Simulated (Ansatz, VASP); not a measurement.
Given: the input of a run of VASP 6.6.1 on AlIn.

The input INCAR:

```
PREC = Accurate
ENCUT = 520
EDIFF = 1E-7
ISMEAR = -1
SIGMA = 0.05
LREAL = F
LASPH = T
NELM = 80
ALGO = Normal
ISIF = 2
LWAVE = F
LCHARG = T
GGA = PE
LELF = T
LVHAR = T
NBANDS = 15
```

KPOINTS

```
regular mesh
0
Gamma
  8 8 4
```

The input POSCAR:

```
AlIn
1.0
    3.0541300000      0.0000000000      0.0000000000
   -1.5270700000      2.6449600000      0.0000000000
    0.0000000000      0.0000000000      5.7697398000
Al In
1 1
Direct
    0.0000000000      0.0000000000      0.0000000000
    0.0000000000      0.0000000000      0.5000000000
```

Potentials or basis: VASP PAW PBE potentials, release 64 (Al, In_d).

Command:

```bash
$ cat potpaw_PBE.64/Al/POTCAR potpaw_PBE.64/In_d/POTCAR > POTCAR
$ mpirun -np 1 vasp_std > vasp.out
```

Translate it to Ansatz 0.2.0. Potentials there: Ansatz PAW.

As run (the cutoff follows the program's own potentials):

The input input.yaml:

```yaml
crystal:
  lattice:
    - [3.05413, 0.0, 0.0]
    - [-1.52707, 2.64496, 0.0]
    - [0.0, 0.0, 5.7697398]
  atoms:
    - { symbol: Al, position: [0.0, 0.0, 0.0] }
    - { symbol: In, position: [0.0, 0.0, 0.5] }
hamiltonian:
  xc: pbe
  pseudopotentials: { kind: paw }
kpoints:
  mp_grid: { grid: [8, 8, 4] }
scf:
  occupations: { method: fermi_dirac, width: 0.05 }
output:
  forces: true
  stress: true
  eigenvalues: true
```

Potentials or basis: Ansatz PAW.

Command:

```bash
$ ansatz run input.yaml --threads 2 --pin off --max-ram 5632MiB --backend cpu --events-out ev --progress --plain --runs-dir out
```

Both were run:

|  | VASP | Ansatz | Ansatz less VASP |
| --- | --- | --- | --- |
| gap on the k mesh at the Fermi level (eV) | none | none | - |
| pressure (GPa) | 0.5 | 0.5 | +0.02 |

A gap of «none» marks a metal or a gap that the smearing closes.
